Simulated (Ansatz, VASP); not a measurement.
V in VASP and in Ansatz

INCAR

```
SYSTEM = V
PREC = Accurate
ENCUT = 520
EDIFF = 1E-7
ISMEAR = -1
SIGMA = 0.05
LREAL = .False.
LASPH = .True.
NELM = 60
ALGO = Normal
ISIF = 2
LWAVE = .False.
LCHARG = .False.
GGA = PS
NBANDS = 20
```

File KPOINTS:

```
Automatic mesh
0
Gamma
  10 10 10
  0 0 0
```

POSCAR

```
V
1.0
    0.0000000000      2.5635698487      2.5635698487
    2.5635698487      0.0000000000      2.5635698487
    2.5635698487      2.5635698487      0.0000000000
V
2
Direct
   -0.2825000000     -0.0725000000     -0.0725000000
    0.2825000000      0.0725000000      0.0725000000
```

Input for Ansatz:

```yaml
crystal:
  lattice:
    - [0.0, 2.5635698487, 2.5635698487]
    - [2.5635698487, 0.0, 2.5635698487]
    - [2.5635698487, 2.5635698487, 0.0]
  atoms:
    - { symbol: V, position: [-0.2825, -0.0725, -0.0725] }
    - { symbol: V, position: [0.2825, 0.0725, 0.0725] }
kpoints:
  mp_grid: { grid: [10, 10, 10] }
scf:
  occupations: { method: fermi_dirac, width: 0.05 }
hamiltonian:
  xc: pbesol
  pseudopotentials: { kind: all_electron, lapw: { basis_error: 0.001 } }
output:
  forces: true
  stress: true
  eigenvalues: true
  populations: true
```

Change from the starting cell: shortest bond scaled by 0.58, LAPW.

Alike in both runs: task single point; functional PBEsol; k mesh 10 × 10 × 10; occupations fermi-dirac, width 0.05 eV; no spin polarisation.

|  | VASP | Ansatz |
| --- | --- | --- |
| version | VASP 6.6.1 | Ansatz 0.2.0 |
| potentials or method | VASP PAW PBE potentials, release 64 (V_sv), cutoff 520 eV | all-electron LAPW, scalar-relativistic |

Ansatz gave:

* pressure (GPa): 148.4
* traceless stress, the component that is largest in VASP (GPa): -150.57
* rms of the force components (eV/Å): 40.563

Q: Estimate VASP's values.

A: Pressure (GPa): 202.3; traceless stress, the component that is largest in VASP (GPa): -208.17; rms of the force components (eV/Å): 57.388.

VASP's potentials were made for PBE, not for PBEsol. Atom by atom the forces differ by 16.825 eV/Å (rms over components). The pressures are high and differ by over a tenth, so treat them with care. Ansatz ran all-electron here, and VASP with PAW potentials.

Noted on VASP's run: the cell as given lies far from equilibrium.
